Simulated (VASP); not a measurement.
# Te2Mo in VASP: single point with r2SCAN

Aim: the single point of Te2Mo with r2SCAN.

All numbers are computed with VASP 6.6.1; they aren't measurements. Logs are shortened: lines on timing, memory, paths and dates and some standing lists are left out, and cuts for length are marked.

### 1 The cell of the first run

The cell holds a slab with vacuum, 3 atoms: a = 3.560 Å, b = 3.560 Å, c = 17.524 Å, α = 90.00°, β = 90.00°, γ = 120.00°.

### 2 Single point, r2SCAN

The input, POSCAR:

```
Te2Mo
1.0
    3.5602330000      0.0000000000      0.0000000000
   -1.7801160000      3.0832520000      0.0000000000
    0.0000000000      0.0000000000     17.5240580000
Te Mo
2 1
Direct
    0.3333333333      0.6666666667      0.8978550000
    0.3333333333      0.6666666667      0.1021450000
    0.0000000000      0.0000000000      0.0000000000
```

The input, INCAR.step1:

```
SYSTEM = Te2Mo
ALGO = Normal
EDIFF = 1E-5
ENCUT = 550
GGA = PE
GGA_COMPAT = .False.
ISMEAR = -1
LASPH = .True.
LCHARG = .False.
LREAL = .False.
LWAVE = .True.
NBANDS = 20
NELM = 120
PREC = Accurate
SIGMA = 0.15
```

The input, INCAR.step2:

```
SYSTEM = Te2Mo
ALGO = Normal
EDIFF = 1E-6
ENCUT = 550
GGA_COMPAT = .False.
ISIF = 2
ISMEAR = -1
ISTART = 1
LASPH = .True.
LCHARG = .False.
LMIXTAU = .True.
LREAL = .False.
LWAVE = .False.
METAGGA = R2SCAN
NBANDS = 20
NELM = 120
PREC = Accurate
SIGMA = 0.15
```

The input, KPOINTS:

```
k-points
0
Gamma
  7 7 2
  0 0 0
```

Potentials or basis: VASP PAW PBE potentials, release 64 (Te, Mo_sv).

The run is started by

```console
$ cat potpaw_PBE.64/Te/POTCAR potpaw_PBE.64/Mo_sv/POTCAR > POTCAR
$ cp INCAR.step1 INCAR
$ mpirun -np 1 vasp_std > vasp.out
$ cp INCAR.step2 INCAR
$ mpirun -np 1 vasp_std > vasp.out
```

OUTCAR:

```text
SYSTEM = Te2Mo
   EDIFF = 1E-6
   ENCUT = 550
   ISIF = 2
   ISMEAR = -1
   ISTART = 1
   LASPH = .True.
   LREAL = .False.
   METAGGA = R2SCAN
   NELM = 120
   PREC = Accurate

 ion  position               nearest neighbor table
   1  0.333  0.667  0.898-   3 2.73   3 2.73   3 2.73   2 3.58
   2  0.333  0.667  0.102-   3 2.73   3 2.73   3 2.73   1 3.58
   3  0.000  0.000  0.000-   1 2.73   2 2.73   1 2.73   2 2.73   1 2.73   2 2.73

  LATTYP: Found a hexagonal cell.
 ALAT       =     3.5602330000
 C/A-ratio  =     4.9221660492

  Lattice vectors:

 A1 = (   3.5602330000,   0.0000000000,   0.0000000000)
 A2 = (  -1.7801160000,   3.0832520000,   0.0000000000)
 A3 = (   0.0000000000,   0.0000000000,  17.5240580000)

Analysis of symmetry for initial positions (statically):
=====================================================================
 Subroutine PRICEL returns:
 Original cell was already a primitive cell.

 Routine SETGRP: Setting up the symmetry group for a
 hexagonal supercell.

 Subroutine GETGRP returns: Found 12 space group operations
 (whereof 12 operations were pure point group operations)
 out of a pool of 24 trial point group operations.

The static configuration has the point symmetry D_3h.

Analysis of symmetry for dynamics (positions and initial velocities):
=====================================================================
 Subroutine PRICEL returns:
 Original cell was already a primitive cell.

 Routine SETGRP: Setting up the symmetry group for a
 hexagonal supercell.

 Subroutine GETGRP returns: Found 12 space group operations
 (whereof 12 operations were pure point group operations)
 out of a pool of 24 trial point group operations.

The dynamic configuration has the point symmetry D_3h.

 Subroutine INISYM returns: Found 12 space group operations
 (whereof 12 operations are pure point group operations),
 and found     1 'primitive' translations

----------------------------------------------------------------------------------------

                                     Primitive cell

  volume of cell :     192.3633

  direct lattice vectors                    reciprocal lattice vectors
     3.560233000  0.000000000  0.000000000     0.280880493  0.162166394  0.000000000
    -1.780116000  3.083252000  0.000000000     0.000000000  0.324332880  0.000000000
     0.000000000  0.000000000 17.524058000     0.000000000  0.000000000  0.057064408

  length of vectors
     3.560233000  3.560232558 17.524058000     0.324332839  0.324332880  0.057064408

  position of ions in fractional coordinates (direct lattice)
     0.333333333  0.666666667  0.897855000
     0.333333333  0.666666667  0.102145000
     0.000000000  0.000000000  0.000000000

  ion indices of the primitive-cell ions
   primitive index   ion index
                 1           1
                 2           2
                 3           3

----------------------------------------------------------------------------------------

 KPOINTS: k-points

Automatic generation of k-mesh.
 Grid dimensions read from file:
 generate k-points for:    7    7    2

 Generating k-lattice:

  Cartesian coordinates                     Fractional coordinates (reciprocal lattice)
     0.040125785  0.023166628  0.000000000     0.142857143 -0.000000000  0.000000000
     0.000000000  0.046333269  0.000000000     0.000000000  0.142857143  0.000000000
     0.000000000  0.000000000  0.028532204     0.000000000  0.000000000  0.500000000

  Length of vectors
     0.046333263  0.046333269  0.028532204

  Shift w.r.t. Gamma in fractional coordinates (k-lattice)
     0.000000000  0.000000000  0.000000000

 Subroutine IBZKPT returns following result:
 ===========================================

 Found     16 irreducible k-points:

 Following reciprocal coordinates:
            Coordinates               Weight
  0.000000  0.000000  0.000000      1.000000
  0.142857  0.000000  0.000000      6.000000
  0.285714  0.000000  0.000000      6.000000
  0.428571 -0.000000  0.000000      6.000000
  0.142857  0.142857  0.000000      6.000000
  0.285714  0.142857  0.000000     12.000000
[... 8 lines left out ...]
  0.428571  0.142857  0.500000      6.000000
  0.285714  0.285714  0.500000      6.000000
   k-points           NKPTS =     16   k-points in BZ     NKDIM =     16   number of bands    NBANDS=     20
   number of dos      NEDOS =    301   number of ions     NIONS =      3
   total plane-waves  NPLWV = 109760
   dimension x,y,z NGX =    28 NGY =   28 NGZ =  140
   dimension x,y,z NGXF=    56 NGYF=   56 NGZF=  280
   ions per type =               2   1
   NGX,Y,Z   is equivalent  to a cutoff of  13.07, 13.07, 13.28 a.u.
   NGXF,Y,Z  is equivalent  to a cutoff of  26.15, 26.15, 26.56 a.u.
 SYSTEM =  Te2Mo
   PREC   = accura    normal or accurate (medium, high low for compatibility)
   ISTART =      1    job   : 0-new  1-cont  2-samecut
   ICHARG =      0    charge: 1-file 2-atom 10-const
   ISPIN  =      1    spin polarized calculation?
   LNONCOLLINEAR =      F non collinear calculations
   LSORBIT =      F    spin-orbit coupling
   LASPH  =      T    aspherical Exc in radial PAW
   ENCUT  =  550.0 eV  40.42 Ry    6.36 a.u.   6.81  6.81 33.51*2*pi/ulx,y,z
   NELM   =    120;   NELMIN=  2; NELMDL=  0     # of ELM steps
   EDIFF  = 0.1E-05   stopping-criterion for ELM
   LREAL  =      F    real-space projection
   EDIFFG = 0.1E-04   stopping-criterion for IOM
   NSW    =      0    number of steps for IOM
   IBRION =     -1    ionic relax: 0-MD 1-quasi-New 2-CG
   NFREE  =      0    steps in history (QN), initial steepest desc. (CG)
   ISIF   =      2    stress and relaxation
   ISYM   =      2    0-nonsym 1-usesym 2-fastsym
   POTIM  = 0.5000    time-step for ionic-motion
   TEBEG  =    0.0;   TEEND  =   0.0 temperature during run
   PSTRESS=    0.0 pullay stress
   NELECT =      26.0000    total number of electrons
   NUPDOWN=      -1.0000    fix difference up-down
   EMIN   =  10.00;   EMAX   =-10.00  energy-range for DOS
   EFERMI =   0.00;   METHOD = LEGACY
   ISMEAR =    -1;   SIGMA  =   0.15  broadening in eV -4-tet -1-fermi 0-gaus
   EFERMI_NEDOS =   21; number of points for ismear=-14 and -15
   IALGO  =     38    algorithm
   IMIX   =      4    mixing-type and parameters
     AMIX     =   0.40;   BMIX     =  1.00
     AMIX_MAG =   1.60;   BMIX_MAG =  1.00
  volume/ion in A,a.u.               =      64.12       432.71
  Fermi-wavevector in a.u.,A,eV,Ry     =   0.840153  1.587660  9.603777  0.705858
  Thomas-Fermi vector in A             =   1.954489
   LORBIT       =      0    0 simple, 1 ext, 2 COOP (PROOUT), +10 PAW based schemes
   METAGGA = R2SCAN    functional components
   LHFCALC =     F    Hartree Fock is set to
   AEXX    =    0.0000 exact exchange contribution
   IVDW    =     0    specifies the selected vdW correction
   LEPSILON=     F    determine dielectric tensor
   LRPA    =     F    only Hartree local field effects (RPA)
 non-spin polarized calculation
  energy-cutoff  :      550.00
  volume of cell :      192.36
 maximum number of plane-waves:      5662
 NGX is ok and might be reduce to    28
   NGX = 13   NGY = 13   NGZ = 67

 number of electron      26.0000001 magnetization

 Free energy of the ion-electron system (eV)
  ---------------------------------------------------
  ext. energy  EPLUGINS =         0.00000000
  ---------------------------------------------------
  free energy    TOTEN  =       -77.77185575 eV

  energy without entropy =      -77.76332005  energy(sigma->0) =      -77.76758790

 E-fermi :   0.5442     XC(G=0):  -4.7885

 val. band max:       -0.1755367630   @ k =   0.2857   0.2857   0.0000
 cond. band min:       1.2965129339   @ k =   0.2857   0.2857   0.0000
 fundamental gap:      1.4720496969
 Fermi energy:         0.5442184950

 k-point     1 :       0.0000    0.0000    0.0000
  band No.  band energies     occupation
      1     -62.6554      2.00000
      2     -36.0742      2.00000
      3     -35.9862      2.00000
      4     -35.9862      2.00000
      5     -13.1243      2.00000
      6     -12.0648      2.00000
[... 12 lines left out ...]
     19       5.2483      0.00000
     20       5.9527      0.00000

 k-point     2 :       0.1429    0.0000    0.0000
  band No.  band energies     occupation
      1     -62.6536      2.00000
      2     -36.0688      2.00000
      3     -36.0100      2.00000
      4     -35.9917      2.00000
      5     -12.8389      2.00000
      6     -11.8710      2.00000
[... 12 lines left out ...]
     19       5.5799      0.00000
     20       6.3281      0.00000

 k-point     3 :       0.2857    0.0000    0.0000
  band No.  band energies     occupation
      1     -62.6496      2.00000
      2     -36.0631      2.00000
      3     -36.0567      2.00000
      4     -36.0041      2.00000
      5     -12.0768      2.00000
      6     -11.3597      2.00000
[... 12 lines left out ...]
     19       6.4427      0.00000
     20       6.7588      0.00000

 k-point     4 :       0.4286   -0.0000    0.0000
  band No.  band energies     occupation
      1     -62.6464      2.00000
      2     -36.1053      2.00000
      3     -36.0469      2.00000
      4     -36.0140      2.00000
      5     -11.2456      2.00000
      6     -10.8276      2.00000
[... 12 lines left out ...]
     19       6.4169      0.00000
     20       6.9087      0.00000

 k-point     5 :       0.1429    0.1429    0.0000
  band No.  band energies     occupation
      1     -62.6508      2.00000
      2     -36.0600      2.00000
      3     -36.0452      2.00000
      4     -36.0040      2.00000
      5     -12.3119      2.00000
      6     -11.5152      2.00000
[... 12 lines left out ...]
     19       6.2124      0.00000
     20       6.9184      0.00000
[... 169 lines left out ...]
      6     -11.5152      2.00000
[... 12 lines left out ...]
     19       5.8858      0.00000
     20       7.3172      0.00000

 k-point    14 :       0.2857    0.1429    0.5000
  band No.  band energies     occupation
      1     -62.6472      2.00000
      2     -36.0861      2.00000
      3     -36.0491      2.00000
      4     -36.0218      2.00000
      5     -11.4785      2.00000
      6     -10.9650      2.00000
[... 12 lines left out ...]
     19       6.9053      0.00000
     20       6.9703      0.00000

 k-point    15 :       0.4286    0.1429    0.5000
  band No.  band energies     occupation
      1     -62.6455      2.00000
      2     -36.1040      2.00000
      3     -36.0442      2.00000
      4     -36.0300      2.00000
      5     -10.9912      2.00000
      6     -10.6580      2.00000
[... 12 lines left out ...]
     19       7.3454      0.00000
     20       7.7466      0.00000

 k-point    16 :       0.2857    0.2857    0.5000
  band No.  band energies     occupation
      1     -62.6451      2.00000
      2     -36.0885      2.00000
      3     -36.0520      2.00000
      4     -36.0430      2.00000
      5     -10.9001      2.00000
      6     -10.5841      2.00000
[... 12 lines left out ...]
     19       6.1251      0.00000
     20       7.6603      0.00000

------------------------ aborting loop because EDIFF is reached ----------------------------------------

  FORCE on cell =-STRESS in cart. coord.  units (eV):
  Direction    XX          YY          ZZ          XY          YZ          ZX
  --------------------------------------------------------------------------------------
  -------------------------------------------------------------------------------------
  Total        0.0659012      0.0659012      0.0571638      0.0000000      0.0000000      0.0000000
  in kB        0.5488858      0.5488857      0.4761121      0.0000001      0.0000000      0.0000000
  external PRESSURE =       0.5246279 kB  Pullay stress =       0.0000000 kB

 VOLUME and BASIS-vectors are now :
 -----------------------------------------------------------------------------
  energy-cutoff  :      550.00
  volume of cell :      192.36
      direct lattice vectors                 reciprocal lattice vectors
     3.560233000  0.000000000  0.000000000     0.280880493  0.162166394  0.000000000
    -1.780116000  3.083252000  0.000000000     0.000000000  0.324332880  0.000000000
     0.000000000  0.000000000 17.524058000     0.000000000  0.000000000  0.057064408

 POSITION                                       TOTAL-FORCE (eV/Angst)
 -----------------------------------------------------------------------------------
      0.00000      2.05550     15.73406         0.000000      0.000000     -0.019807
      0.00000      2.05550      1.78999         0.000000      0.000000      0.019807
      0.00000      0.00000      0.00000        -0.000000      0.000000      0.000000
 -----------------------------------------------------------------------------------
    total drift:                               -0.000009     -0.000004      0.000000

  FREE ENERGIE OF THE ION-ELECTRON SYSTEM (eV)
  ---------------------------------------------------
  free  energy   TOTEN  =       -77.7718557490 eV

  energy  without entropy=      -77.7633200457  energy(sigma->0) =      -77.76758790
```

It took 2.7 min on 1 thread of Intel Xeon 6975P-C (Granite Rapids), shared host; peak memory 0.39 GiB.

Results:

```
Free energy            : -77.7719 eV
Largest force          : 0.020 eV/Å
Band gap on the k mesh : 1.47 eV
```

Forces on the atoms (eV/Å):
```
Te   0.000  0.000 -0.020
Te   0.000  0.000  0.020
Mo   0.000  0.000  0.000
```

Caveat: the PAW data sets were made with another functional, which shifts forces and pressure a little; spin-orbit coupling is left out, which moves the levels of the heavy elements.
